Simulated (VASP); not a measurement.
Input of a VASP 6.6.1 run:

File INCAR:

```
SYSTEM = Mg5Te3
ALGO     = Fast           ! electronic algorithm
EDIFF    = 1E-6           ! SCF threshold, eV
EDIFFG   = -0.08          ! ionic threshold
ENCUT    = 600            ! plane-wave cutoff, eV
GGA      = PE             ! functional
IBRION   = 2              ! ionic algorithm
ISIF     = 3              ! what is computed and relaxed
ISMEAR   = 0              ! smearing method
LASPH    = .True.         ! aspherical terms in the spheres
LCHARG   = .False.        ! write CHGCAR
LREAL    = .False.        ! projectors in reciprocal space
LWAVE    = .False.        ! write WAVECAR
NELM     = 60             ! most SCF steps
NSW      = 36             ! ionic steps
PREC     = Accurate       ! precision mode
SIGMA    = 0.2            ! smearing width, eV
```

Contents of KPOINTS:

```
k-points
0
Gamma
  4 4 2
  0 0 0
```

File POSCAR:

```
Mg5Te3
1.0
    4.5184974800      0.0000000000      0.0000000000
    0.0000000000      4.5184974800      0.0000000000
    0.0000000000      0.0000000000      9.6578738400
Mg Te
5 3
Direct
    0.0000000000      0.5000000000      0.2504879800
    0.0000000000      0.5000000000      0.7495120200
    0.5000000000      0.0000000000      0.2504879800
    0.5000000000      0.0000000000      0.7495120200
    0.0000000000      0.0000000000      0.0000000000
    0.0000000000      0.0000000000      0.5000000000
    0.5000000000      0.5000000000      0.0000000000
    0.5000000000      0.5000000000      0.5000000000
```

Potentials or basis: VASP PAW PBE potentials, release 64 (Mg, Te).

Command:

```bash
$ cat potpaw_PBE.64/Mg/POTCAR potpaw_PBE.64/Te/POTCAR > POTCAR
$ mpirun -np 1 vasp_std > vasp.out
```

Task: What does it give for the space group after relaxing (to 0.1 Å)?

Result: P4/mmm (No. 123).

Task: Estimate the relaxed cell.

Result: a = 5.599 Å, b = 5.599 Å, c = 6.401 Å, α = 90.00°, β = 90.00°, γ = 90.00°.

Task: What does it give for the band gap on the k mesh?

Result: Zero (bands 14 and 15 overlap by 1.87 eV).

Stress tensor (GPa, compression positive):
```
-0.02  0.00  0.00
 0.00 -0.02  0.00
 0.00  0.00 -0.10
```

Caveat: a cell axis changed by over 15 % at a fixed basis, so the end point is rough; spin-orbit coupling is left out, which moves the levels of the heavy elements.
